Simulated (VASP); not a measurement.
# Hf2S (P6_3/mmc) in VASP: notebook

Hf2S is run at these levels: PBEsol; tasks: relaxation of shape and atoms at fixed volume.

Everything below comes from runs of VASP 6.6.1. Logs are shortened: lines on timing, memory, paths and dates and some standing lists are left out, and cuts for length are marked.

### 1 The cell of the first run

Symmetry: P6_3/mmc, No. 194, hexagonal system. Conventional cell: a = 3.313 Å, b = 3.313 Å, c = 11.546 Å, α = 90.00°, β = 90.00°, γ = 120.00°. Hf (site symmetry 3m) has 3 S at 2.57 Å and 10 Hf at 3.02 to 3.43 Å within 3.5 Å. S (site symmetry -6m2) has 6 Hf at 2.57 Å and 6 S at 3.31 Å within 3.4 Å.

### 2 Relaxation of shape and atoms at fixed volume, PBEsol (18.29 Å³/atom)

INCAR reads:

```
PREC = Accurate
ENCUT = 600
EDIFF = 1E-7
ISMEAR = 0
SIGMA = 0.1
LREAL = False
LASPH = True
NELM = 100
ALGO = Normal
ISIF = 4
LWAVE = False
LCHARG = False
GGA = PS
IBRION = 2
NSW = 50
EDIFFG = -0.01
```

KPOINTS reads:

```
regular mesh
0
Gamma
  12 12 4
```

POSCAR reads:

```
Hf2S
1.0
    3.3127253704      0.0000000000      0.0000000000
   -1.6563626852      2.8689043265      0.0000000000
    0.0000000000      0.0000000000     11.5464072202
Hf S
4 2
Direct
    0.6666666667      0.3333333333      0.8986176343
    0.3333333333      0.6666666667      0.3986176343
    0.6666666667      0.3333333333      0.6013823657
    0.3333333333      0.6666666667      0.1013823657
    0.0000000000      0.0000000000      0.7500000000
    0.0000000000      0.0000000000      0.2500000000
```

Potentials or basis: VASP PAW PBE potentials, release 64 (Hf_pv, S).

Command:

```
$ cat potpaw_PBE.64/Hf_pv/POTCAR potpaw_PBE.64/S/POTCAR > POTCAR
$ mpirun -np 1 vasp_std > vasp.out
```

OUTCAR:

```text
PREC = Accurate
   ENCUT = 600
   EDIFF = 1E-7
   ISMEAR = 0
   LREAL = False
   LASPH = True
   NELM = 100
   ISIF = 4
   GGA = PS
   IBRION = 2
   NSW = 50
   EDIFFG = -0.01

 ion  position               nearest neighbor table
   1  0.667  0.333  0.899-   5 2.57   5 2.57   5 2.57   4 3.02   4 3.02   4 3.02   3 3.43
   2  0.333  0.667  0.399-   6 2.57   6 2.57   6 2.57   3 3.02   3 3.02   3 3.02   4 3.43
   3  0.667  0.333  0.601-   5 2.57   5 2.57   5 2.57   2 3.02   2 3.02   2 3.02   1 3.43
   4  0.333  0.667  0.101-   6 2.57   6 2.57   6 2.57   1 3.02   1 3.02   1 3.02   2 3.43
   5  0.000  0.000  0.750-   1 2.57   3 2.57   1 2.57   3 2.57   1 2.57   3 2.57
   6  0.000  0.000  0.250-   2 2.57   4 2.57   2 2.57   4 2.57   2 2.57   4 2.57

  LATTYP: Found a hexagonal cell.
 ALAT       =     3.3127253704
 C/A-ratio  =     3.4854707014

  Lattice vectors:

 A1 = (   3.3127253704,   0.0000000000,   0.0000000000)
 A2 = (  -1.6563626852,   2.8689043265,   0.0000000000)
 A3 = (   0.0000000000,   0.0000000000,  11.5464072202)

Analysis of symmetry for initial positions (statically):
=====================================================================
 Subroutine PRICEL returns:
 Original cell was already a primitive cell.

 Routine SETGRP: Setting up the symmetry group for a
 hexagonal supercell.

 Subroutine GETGRP returns: Found 24 space group operations
 (whereof 12 operations were pure point group operations)
 out of a pool of 24 trial point group operations.

The static configuration has the point symmetry D_3d.
 The point group associated with its full space group is D_6h.

Analysis of symmetry for dynamics (positions and initial velocities):
=====================================================================
 Subroutine PRICEL returns:
 Original cell was already a primitive cell.

 Routine SETGRP: Setting up the symmetry group for a
 hexagonal supercell.

 Subroutine GETGRP returns: Found 24 space group operations
 (whereof 12 operations were pure point group operations)
 out of a pool of 24 trial point group operations.

The dynamic configuration has the point symmetry D_3d.
 The point group associated with its full space group is D_6h.

 Subroutine INISYM returns: Found 24 space group operations
 (whereof 12 operations are pure point group operations),
 and found     1 'primitive' translations

----------------------------------------------------------------------------------------

                                     Primitive cell

  volume of cell :     109.7358

[... 107 lines left out ...]
   NELECT =      52.0000    total number of electrons
   NUPDOWN=      -1.0000    fix difference up-down
   EMIN   =  10.00;   EMAX   =-10.00  energy-range for DOS
   EFERMI =   0.00;   METHOD = LEGACY
   ISMEAR =     0;   SIGMA  =   0.10  broadening in eV -4-tet -1-fermi 0-gaus
   EFERMI_NEDOS =   21; number of points for ismear=-14 and -15
   IALGO  =     38    algorithm
   IMIX   =      4    mixing-type and parameters
     AMIX     =   0.40;   BMIX     =  1.00
     AMIX_MAG =   1.60;   BMIX_MAG =  1.00
  volume/ion in A,a.u.               =      18.29       123.42
  Fermi-wavevector in a.u.,A,eV,Ry     =   1.276321  2.411896 22.163817  1.628995
  Thomas-Fermi vector in A             =   2.408983
   LORBIT       =      0    0 simple, 1 ext, 2 COOP (PROOUT), +10 PAW based schemes
   GGA     = PS    functional components
   LHFCALC =     F    Hartree Fock is set to
   AEXX    =    0.0000 exact exchange contribution
   IVDW    =     0    specifies the selected vdW correction
   LEPSILON=     F    determine dielectric tensor
   LRPA    =     F    only Hartree local field effects (RPA)
 conjugate gradient relaxation of ions
 non-spin polarized calculation
 Gauss-broadening in eV      SIGMA  =   0.10
  energy-cutoff  :      600.00
  volume of cell :      109.74
 maximum number of plane-waves:      3712
 NGX is ok and might be reduce to    28
   NGX = 13   NGY = 13   NGZ = 47

--------------------------------------- Ionic step        1  -------------------------------------------

 number of electron      52.0000002 magnetization

 Free energy of the ion-electron system (eV)
  ---------------------------------------------------
  ext. energy  EPLUGINS =         0.00000000
  ---------------------------------------------------
  free energy    TOTEN  =       -57.42128856 eV

  energy without entropy =      -57.40752971  energy(sigma->0) =      -57.41440913

------------------------ aborting loop because EDIFF is reached ----------------------------------------

  FORCE on cell =-STRESS in cart. coord.  units (eV):
  Direction    XX          YY          ZZ          XY          YZ          ZX
  --------------------------------------------------------------------------------------
  -------------------------------------------------------------------------------------
  Total        2.7246585      2.7246585      3.3549808      0.0000000      0.0000000     -0.0000000
  in kB       39.7808711     39.7808711     48.9837744      0.0000000      0.0000000     -0.0000000
  external PRESSURE =      42.8485056 kB  Pullay stress =       0.0000000 kB
[... 107 lines left out ...]
--------------------------------------- Ionic step        4  -------------------------------------------

 number of electron      52.0000000 magnetization

 Free energy of the ion-electron system (eV)
  ---------------------------------------------------
  ext. energy  EPLUGINS =         0.00000000
  ---------------------------------------------------
  free energy    TOTEN  =       -57.42255779 eV

  energy without entropy =      -57.40785302  energy(sigma->0) =      -57.41520540

 E-fermi :   6.6863     XC(G=0): -11.7540

 val. band max:        6.6860182699   @ k =   0.0833   0.0833   0.0000
 cond. band min:       6.7155349286   @ k =   0.0833   0.0833   0.2500
 fundamental gap:      0.0295166587
 Fermi energy:         6.6863401752

 k-point     1 :       0.0000    0.0000    0.0000
  band No.  band energies     occupation
      1     -24.4487      2.00000
      2     -24.2999      2.00000
      3     -23.9430      2.00000
      4     -23.8061      2.00000
      5     -23.8061      2.00000
      6     -23.7945      2.00000
[... 805 lines left out ...]
     30       8.5428      0.00000
     31       9.2313      0.00000

 [... further k-points ...]

------------------------ aborting loop because EDIFF is reached ----------------------------------------

  FORCE on cell =-STRESS in cart. coord.  units (eV):
  Direction    XX          YY          ZZ          XY          YZ          ZX
  --------------------------------------------------------------------------------------
  -------------------------------------------------------------------------------------
  Total        2.8530996      2.8530996      2.8411564      0.0000000     -0.0000000      0.0000000
  in kB       41.6561522     41.6561522     41.4817776      0.0000000     -0.0000000      0.0000000
  external PRESSURE =      41.5980273 kB  Pullay stress =       0.0000000 kB
[... 21 lines left out ...]
  FREE ENERGIE OF THE ION-ELECTRON SYSTEM (eV)
  ---------------------------------------------------
  free  energy   TOTEN  =       -57.4225577898 eV

  energy  without entropy=      -57.4078530164  energy(sigma->0) =      -57.41520540

 reached required accuracy - stopping structural energy minimisation
```

CONTCAR:

```text
Hf2S
   1.00000000000000
     3.3062787727356682    0.0000000000000000   -0.0000000000000000
    -1.6531393863678341    2.8633214091519661    0.0000000000000000
     0.0000000000000000    0.0000000000000000   11.5914775931793983
  Hf              S
     4     2
Direct
     0.6666666667000030    0.3333333332999970    0.8987697572246625
     0.3333333332999970    0.6666666667000030    0.3987697572246625
     0.6666666667000030    0.3333333332999970    0.6012302427753375
     0.3333333332999970    0.6666666667000030    0.1012302427753375
     1.0000000000000000    0.0000000000000000    0.7500000000000000
     1.0000000000000000    1.0000000000000000    0.2500000000000000

  0.00000000E+00  0.00000000E+00  0.00000000E+00
  0.00000000E+00  0.00000000E+00  0.00000000E+00
  0.00000000E+00  0.00000000E+00  0.00000000E+00
  0.00000000E+00  0.00000000E+00  0.00000000E+00
  0.00000000E+00  0.00000000E+00  0.00000000E+00
  0.00000000E+00  0.00000000E+00  0.00000000E+00
```

Wall time 9.9 min (1 thread of Intel Xeon Platinum 8259CL at 2.50GHz (Skylake/Cascade Lake), shared host); peak memory 0.39 GiB.

Results:

```
Free energy                  : -57.4226 eV
Energy gained by relaxing    : 0.2 meV/atom
Ionic steps                  : 4
Pressure after relaxing      : 4.2 GPa
Largest force after relaxing : 0.006 eV/Å
Band gap on the k mesh       : zero (bands 26 and 27 overlap by 1.05 eV)
```

Forces in eV/Å, atoms in the order of the input:
```
Hf   0.000  0.000  0.006
Hf   0.000  0.000  0.006
Hf   0.000  0.000 -0.006
Hf   0.000  0.000 -0.006
S    0.000  0.000  0.000
S    0.000  0.000  0.000
```

The path:
| step | energy change (eV) | largest force (eV/Å) | pressure (GPa) | volume (Å³) |
| --- | --- | --- | --- | --- |
| 1 | 0.0000 | 0.0116 | 4.28 | 109.74 |
| 2 | -0.0012 | 0.0208 | 4.18 | 109.74 |
| 3 | -0.0012 | 0.0222 | 4.17 | 109.74 |
| 4 | -0.0013 | 0.0061 | 4.16 | 109.74 |

Final structure:
```
Hf S
1.0
     3.30628    0.00000    0.00000
    -1.65314    2.86332    0.00000
     0.00000    0.00000   11.59148
Hf S
4 2
Cartesian
  1.6531 0.9544 10.4181
  0.0000 1.9089 4.6223
  1.6531 0.9544 6.9691
  0.0000 1.9089 1.1734
  3.3063 0.0000 8.6936
  1.6531 2.8633 2.8979
```

Caveat: the PAW data sets were made with another functional, which shifts forces and pressure a little; spin-orbit coupling is left out, which moves the levels of the heavy elements.

### 3 Relaxation of shape and atoms at fixed volume, PBEsol (19.42 Å³/atom)

This run uses another cell than the first one, of 19.42 Å³/atom.

INCAR reads:

```
SYSTEM = Hf2S
ALGO = Normal ; EDIFF = 1E-6
EDIFFG = -0.01 ; ENCUT = 600
GGA = PS ; IBRION = 2
ISIF = 4 ; ISMEAR = 0
LASPH = .True. ; LCHARG = .False.
LREAL = .False. ; LWAVE = .False.
NELM = 60 ; NSW = 50
PREC = Accurate ; SIGMA = 0.1
```

KPOINTS reads:

```
k-points
0
Gamma
  12 12 4
  0 0 0
```

Changes to POSCAR since step 2:

```diff
@@ -2,5 +2,5 @@
 1.0
-    3.3127253704      0.0000000000      0.0000000000
-   -1.6563626852      2.8689043265      0.0000000000
-    0.0000000000      0.0000000000     11.5464072202
+    3.3796671509      0.0000000000      0.0000000000
+   -1.6898335755      2.9268776091      0.0000000000
+    0.0000000000      0.0000000000     11.7797308350
 Hf S
```

Potentials or basis: VASP PAW PBE potentials, release 64 (Hf_pv, S).

Command:

```
$ cat potpaw_PBE.64/Hf_pv/POTCAR potpaw_PBE.64/S/POTCAR > POTCAR
$ mpirun -np 1 vasp_std > vasp.out
```

It took 8.3 min on 1 thread of Intel Xeon Platinum 8259CL at 2.50GHz (Skylake/Cascade Lake), shared host; peak memory 0.4 GiB.

It converged, with:

```
Free energy                  : -57.4099 eV
Energy gained by relaxing    : 0.2 meV/atom
Ionic steps                  : 4
Pressure after relaxing      : -4.4 GPa
Largest force after relaxing : 0.007 eV/Å
Band gap on the k mesh       : zero (bands 26 and 27 overlap by 1.01 eV)
```

Forces on the atoms (eV/Å):
```
Hf   0.000  0.000 -0.007
Hf   0.000  0.000 -0.007
Hf   0.000  0.000  0.007
Hf   0.000  0.000  0.007
S    0.000  0.000  0.000
S    0.000  0.000  0.000
```

The path:
| step | energy change (eV) | largest force (eV/Å) | pressure (GPa) | volume (Å³) |
| --- | --- | --- | --- | --- |
| 1 | 0.0000 | 0.0159 | -4.46 | 116.52 |
| 2 | -0.0009 | 0.0189 | -4.39 | 116.52 |
| 3 | -0.0009 | 0.0195 | -4.37 | 116.52 |
| 4 | -0.0010 | 0.0075 | -4.37 | 116.52 |

Final structure:
```
CELL_PARAMETERS angstrom
3.38553 0.00000 0.00000
-1.69276 2.93195 0.00000
0.00000 0.00000 11.73898
ATOMIC_POSITIONS crystal
Hf 0.66667 0.33333 0.89845
Hf 0.33333 0.66667 0.39845
Hf 0.66667 0.33333 0.60155
Hf 0.33333 0.66667 0.10155
S 0.00000 0.00000 0.75000
S 0.00000 0.00000 0.25000
```

Levels at points of the mesh, in eV from the Fermi level:
| k point | band 22 | band 23 | band 24 | band 25 | band 26 | band 27 | band 28 | band 29 | band 30 | band 31 |
| --- | --- | --- | --- | --- | --- | --- | --- | --- | --- | --- |
| (0.00, 0.00, 0.00) | -2.99 | -1.57 | -0.15 | -0.02 | 0.45 | 0.45 | 0.54 | 0.54 | 0.80 | 0.80 |
| (0.50, 0.00, 0.00) | -2.35 | -1.78 | -1.30 | -1.21 | -0.74 | -0.56 | 0.87 | 0.98 | 2.52 | 3.22 |
| (0.00, 0.00, 0.50) | -3.44 | -1.17 | -1.17 | 0.38 | 0.38 | 0.38 | 0.38 | 1.39 | 1.39 | 1.55 |
| (0.50, 0.00, 0.50) | -2.30 | -1.73 | -1.73 | -1.01 | -1.01 | 0.29 | 0.29 | 1.41 | 1.41 | 3.80 |

Caveat: the PAW data sets were made with another functional, which shifts forces and pressure a little; spin-orbit coupling is left out, which moves the levels of the heavy elements.

(Continued in part 2 of 2.)

The gap in the log of VASP goes by the Fermi energy; the results here count the filled bands.